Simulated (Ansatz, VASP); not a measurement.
## V in VASP and in Ansatz

```xyz
1
Lattice="-1.4835 1.4835 1.4835 1.4835 -1.4835 1.4835 1.4835 1.4835 -1.4835" Properties=species:S:1:pos:R:3 pbc="T T T"
V     0.0000    0.0000    0.0000
```

Alike in both runs: task single point; functional PBE; k mesh 20 × 20 × 20; occupations gaussian, width 0.1 eV; no spin polarisation.

|  | VASP | Ansatz |
| --- | --- | --- |
| version | VASP 6.6.1 | Ansatz 0.2.0 |
| potentials or method | VASP PAW PBE potentials, release 64 (V_sv), cutoff 520 eV | scalar-relativistic, plane waves, PAW |
| valence electrons in the cell | 13 | 13 |

Ansatz gave:

```
gap on the k mesh at the Fermi level (eV) : none
pressure (GPa)                            : 5.9
```

Question: What did VASP give for the same quantities?

Answer: gap on the k mesh at the Fermi level (eV): none; pressure (GPa): 6.3.

A gap of «none» marks a metal or a gap that the smearing closes.
